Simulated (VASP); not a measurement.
# Si4O (P-3m1) in VASP: notebook, part 2 of 2

VASP 6.6.1.

### Step 6. Single point, PBE, collinear spin, ferromagnetic start

This run uses another cell than the first one, of 13.14 Å³/atom.

The input, INCAR:

```
SYSTEM = Si4O
PREC = Accurate
ENCUT = 520
EDIFF = 1E-6
ISMEAR = 0
SIGMA = 0.1
LREAL = .FALSE.
LASPH = .TRUE.
NELM = 150
ALGO = Normal
ISIF = 2
LWAVE = .FALSE.
LCHARG = .TRUE.
ISPIN = 2
MAGMOM = 0 0 0 0 1
LORBIT = 11
GGA = PE
LELF = .TRUE.
LVHAR = .TRUE.
NBANDS = 23
```

The input, KPOINTS:

```
Automatic mesh
0
G
  6 6 2
  0 0 0
```

The input, POSCAR:

```
Si4O
1.0
    2.7756493088      0.0000000000      0.0000000000
   -1.3878246544      2.4037828134      0.0000000000
    0.0000000000      0.0000000000      9.8435674076
Si O
4 1
Direct
    0.3333333333      0.6666666667      0.8428018743
    0.3333333333      0.6666666667      0.3994108635
    0.6666666667      0.3333333333      0.1571981257
    0.6666666667      0.3333333333      0.6005891365
    0.0000000000      0.0000000000      0.0000000000
```

Potentials or basis: VASP PAW PBE potentials, release 64 (Si, O).

Run with:

```sh
cat potpaw_PBE.64/Si/POTCAR potpaw_PBE.64/O/POTCAR > POTCAR
mpirun -np 1 vasp_std > vasp.out
```

OUTCAR:

```text
SYSTEM = Si4O
   PREC = Accurate
   ENCUT = 520
   EDIFF = 1E-6
   ISMEAR = 0
   LREAL = .FALSE.
   LASPH = .TRUE.
   NELM = 150
   ISIF = 2
   ISPIN = 2
   LORBIT = 11
   GGA = PE

 ion  position               nearest neighbor table
   1  0.333  0.667  0.843-   5 2.23   5 2.23   5 2.23   4 2.87   4 2.87   4 2.87
   2  0.333  0.667  0.399-   4 2.55   4 2.55   4 2.55   3 2.87   3 2.87   3 2.87
   3  0.667  0.333  0.157-   5 2.23   5 2.23   5 2.23   2 2.87   2 2.87   2 2.87
   4  0.667  0.333  0.601-   2 2.55   2 2.55   2 2.55   1 2.87   1 2.87   1 2.87
   5  0.000  0.000  0.000-   1 2.23   3 2.23   1 2.23   3 2.23   3 2.23   1 2.23

  LATTYP: Found a hexagonal cell.
 ALAT       =     2.7756493088
 C/A-ratio  =     3.5464016929

  Lattice vectors:

 A1 = (   2.7756493088,   0.0000000000,   0.0000000000)
 A2 = (  -1.3878246544,   2.4037828134,   0.0000000000)
 A3 = (   0.0000000000,   0.0000000000,   9.8435674076)

Analysis of symmetry for initial positions (statically):
=====================================================================
 Subroutine PRICEL returns:
 Original cell was already a primitive cell.

 Routine SETGRP: Setting up the symmetry group for a
 hexagonal supercell.

 Subroutine GETGRP returns: Found 12 space group operations
 (whereof 12 operations were pure point group operations)
 out of a pool of 24 trial point group operations.

The static configuration has the point symmetry D_3d.

Analysis of symmetry for dynamics (positions and initial velocities):
=====================================================================
 Subroutine PRICEL returns:
 Original cell was already a primitive cell.

 Routine SETGRP: Setting up the symmetry group for a
 hexagonal supercell.

 Subroutine GETGRP returns: Found 12 space group operations
 (whereof 12 operations were pure point group operations)
 out of a pool of 24 trial point group operations.

The dynamic configuration has the point symmetry D_3d.

Analysis of structural, dynamic, and magnetic symmetry:
=====================================================================
 Subroutine PRICEL returns:
 Original cell was already a primitive cell.

 Routine SETGRP: Setting up the symmetry group for a
 hexagonal supercell.

 Subroutine GETGRP returns: Found 12 space group operations
 (whereof 12 operations were pure point group operations)
 out of a pool of 24 trial point group operations.

The overall configuration has the point symmetry D_3d.

 Subroutine INISYM returns: Found 12 space group operations
 (whereof 12 operations are pure point group operations),
 and found     1 'primitive' translations

----------------------------------------------------------------------------------------

                                     Primitive cell

  volume of cell :      65.6769

  direct lattice vectors                    reciprocal lattice vectors
     2.775649309  0.000000000  0.000000000     0.360276061  0.208005481  0.000000000
    -1.387824654  2.403782813  0.000000000     0.000000000  0.416010962  0.000000000
     0.000000000  0.000000000  9.843567408     0.000000000  0.000000000  0.101589186

  length of vectors
     2.775649309  2.775649309  9.843567408     0.416010962  0.416010962  0.101589186

  position of ions in fractional coordinates (direct lattice)
[... 78 lines left out ...]
   IBRION =     -1    ionic relax: 0-MD 1-quasi-New 2-CG
   NFREE  =      0    steps in history (QN), initial steepest desc. (CG)
   ISIF   =      2    stress and relaxation
   ISYM   =      2    0-nonsym 1-usesym 2-fastsym
   POTIM  = 0.5000    time-step for ionic-motion
   TEBEG  =    0.0;   TEEND  =   0.0 temperature during run
   PSTRESS=    0.0 pullay stress
   NELECT =      22.0000    total number of electrons
   NUPDOWN=      -1.0000    fix difference up-down
   EMIN   =  10.00;   EMAX   =-10.00  energy-range for DOS
   EFERMI =   0.00;   METHOD = LEGACY
   ISMEAR =     0;   SIGMA  =   0.10  broadening in eV -4-tet -1-fermi 0-gaus
   EFERMI_NEDOS =   21; number of points for ismear=-14 and -15
   IALGO  =     38    algorithm
   IMIX   =      4    mixing-type and parameters
     AMIX     =   0.40;   BMIX     =  1.00
     AMIX_MAG =   1.60;   BMIX_MAG =  1.00
  volume/ion in A,a.u.               =      13.14        88.64
  Fermi-wavevector in a.u.,A,eV,Ry     =   1.136959  2.148542 17.587933  1.292677
  Thomas-Fermi vector in A             =   2.273664
   LORBIT       =     11    0 simple, 1 ext, 2 COOP (PROOUT), +10 PAW based schemes
   GGA     = PE    functional components
   LHFCALC =     F    Hartree Fock is set to
   AEXX    =    0.0000 exact exchange contribution
   IVDW    =     0    specifies the selected vdW correction
   LEPSILON=     F    determine dielectric tensor
   LRPA    =     F    only Hartree local field effects (RPA)
 spin polarized calculation
 Gauss-broadening in eV      SIGMA  =   0.10
  energy-cutoff  :      520.00
  volume of cell :       65.68
 maximum number of plane-waves:      1776
 NGX is ok and might be reduce to    24
   NGX = 11   NGY = 11   NGZ = 37

 number of electron      21.9999999 magnetization       0.0006112

 number of electron      21.9999999 magnetization      -0.0001923

 Free energy of the ion-electron system (eV)
  ---------------------------------------------------
  ext. energy  EPLUGINS =         0.00000000
  ---------------------------------------------------
  free energy    TOTEN  =       -25.84834234 eV

  energy without entropy =      -25.84287242  energy(sigma->0) =      -25.84560738

 E-fermi :   9.8410     XC(G=0): -11.2370

 val. band max:        9.7552968974   @ k =   0.0000   0.0000   0.5000
 cond. band min:       9.8439289659   @ k =   0.5000   0.0000   0.0000
 fundamental gap:      0.0886320685
 Fermi energy:         9.8410254516

 spin component 1

 k-point     1 :       0.0000    0.0000    0.0000
  band No.  band energies     occupation
      1     -11.5387      1.00000
      2      -4.2801      1.00000
      3      -3.3223      1.00000
      4      -0.5159      1.00000
      5       0.1246      1.00000
      6       5.7847      1.00000
[... 353 lines left out ...]
     22      19.9998      0.00000
     23      20.8121      0.00000
 Fermi energy:         9.8410254516

 spin component 2

 k-point     1 :       0.0000    0.0000    0.0000
  band No.  band energies     occupation
      1     -11.5388      1.00000
      2      -4.2801      1.00000
      3      -3.3224      1.00000
      4      -0.5159      1.00000
      5       0.1246      1.00000
      6       5.7846      1.00000
[... 353 lines left out ...]
     22      19.9997      0.00000
     23      20.8120      0.00000

------------------------ aborting loop because EDIFF is reached ----------------------------------------

  FORCE on cell =-STRESS in cart. coord.  units (eV):
  Direction    XX          YY          ZZ          XY          YZ          ZX
  --------------------------------------------------------------------------------------
  -------------------------------------------------------------------------------------
  Total        0.0312902      0.0312902      0.0285694      0.0000000      0.0000000      0.0000000
  in kB        0.7633210      0.7633210      0.6969461      0.0000000      0.0000000      0.0000000
  external PRESSURE =       0.7411960 kB  Pullay stress =       0.0000000 kB

 VOLUME and BASIS-vectors are now :
 -----------------------------------------------------------------------------
  energy-cutoff  :      520.00
  volume of cell :       65.68
      direct lattice vectors                 reciprocal lattice vectors
     2.775649309  0.000000000  0.000000000     0.360276061  0.208005481  0.000000000
    -1.387824654  2.403782813  0.000000000     0.000000000  0.416010962  0.000000000
     0.000000000  0.000000000  9.843567408     0.000000000  0.000000000  0.101589186

 POSITION                                       TOTAL-FORCE (eV/Angst)
 -----------------------------------------------------------------------------------
     -0.00000      1.60252      8.29618        -0.000000     -0.000000     -0.006787
     -0.00000      1.60252      3.93163         0.000000     -0.000000      0.004189
      1.38782      0.80126      1.54739        -0.000000      0.000000      0.006787
      1.38782      0.80126      5.91194        -0.000000      0.000000     -0.004189
      0.00000      0.00000      0.00000        -0.000000      0.000000      0.000000
 -----------------------------------------------------------------------------------
    total drift:                               -0.000000      0.000000     -0.000000

  FREE ENERGIE OF THE ION-ELECTRON SYSTEM (eV)
  ---------------------------------------------------
  free  energy   TOTEN  =       -25.8483423352 eV

  energy  without entropy=      -25.8428724185  energy(sigma->0) =      -25.84560738

 total charge

# of ion       s       p       d       tot
------------------------------------------
    1        0.873   0.592   0.000   1.465
    2        0.846   0.717   0.000   1.562
    3        0.873   0.592   0.000   1.465
    4        0.846   0.717   0.000   1.562
    5        1.607   3.335   0.000   4.942
--------------------------------------------------
tot          5.044   5.953   0.000  10.997

 magnetization (x)

# of ion       s       p       d       tot
------------------------------------------
    1        0.000  -0.000   0.000  -0.000
    2       -0.000  -0.000   0.000  -0.000
    3        0.000  -0.000   0.000  -0.000
    4       -0.000  -0.000   0.000  -0.000
    5       -0.000  -0.000   0.000  -0.000
--------------------------------------------------
tot         -0.000  -0.000   0.000  -0.000
```

stdout:

```text
POSCAR found type information on POSCAR SiO
 POSCAR found :  2 types and       5 ions
 scaLAPACK will be used
 LDA part: xc-table for (Slater+PW92), standard interpolation
 POSCAR, INCAR and KPOINTS ok, starting setup
 FFT: planning ... GRIDC
 FFT: planning ... GRID_SOFT
 FFT: planning ... GRID
 WAVECAR not read
 entering main loop
```

Run time: 49 s. Hardware: 1 thread of Intel Xeon Platinum 8488C (Sapphire Rapids), shared host; peak memory 0.23 GiB.

Results:

* Free energy: -25.8483 eV
* Pressure: 0.1 GPa
* Largest force: 0.007 eV/Å
* Band gap on the k mesh: zero (filled and empty bands overlap)
* Net moment: 0.00 μB per cell
* Valence electrons inside the program's atomic spheres: Si 1.47, 1.56 (each value once); O 4.94

Forces on the atoms (eV/Å):
```
Si   0.000  0.000 -0.007
Si   0.000  0.000  0.004
Si   0.000  0.000  0.007
Si   0.000  0.000 -0.004
O    0.000  0.000  0.000
```

Caveat: the k points lie up to 0.44 Å⁻¹ apart, too coarse for converged energies and pressures of a metal.

### Step 7. Summary

```csv
task,spin,cell,cutoff (eV),gap on the mesh (eV),pressure (GPa),moment (μB),largest force (eV/Å)
single point,off,"a = 2.821, b = 2.821, c = 9.072 Å, angles 90.0, 90.0, 120.0°, 5 atoms, atomic positions A",520,none,18.5,-,5.27
single point,off,"a = 2.776, b = 2.776, c = 9.844 Å, angles 90.0, 90.0, 120.0°, 5 atoms, atomic positions B",520,none,0.1,-,0.01
relaxation of cell and atoms,off,"relaxed from a = 2.821, b = 2.821, c = 9.072 Å, angles 90.0, 90.0, 120.0°, 5 atoms, atomic positions A",600,-,-0.1,-,0.01
single point,"collinear, ferromagnetic start","a = 2.821, b = 2.821, c = 9.072 Å, angles 90.0, 90.0, 120.0°, 5 atoms, atomic positions A",520,none,18.5,0.00,5.27
single point,"collinear, ferromagnetic start","a = 2.776, b = 2.776, c = 9.844 Å, angles 90.0, 90.0, 120.0°, 5 atoms, atomic positions B",520,none,0.1,0.00,0.01
```

Alike in all rows: level PBE; potentials or basis VASP PAW PBE potentials, release 64 (Si, O); k mesh 6 × 6 × 2; smearing gaussian 0.1 eV.

Caveats: all runs use coarse meshes; forces of over 1 eV/Å act on the atoms, so gaps and moduli don't describe the material at rest (at least some runs); the highest band is partly filled, so the run has too few bands (at least some runs).

Absolute energies hang on the potentials; compare differences alone.
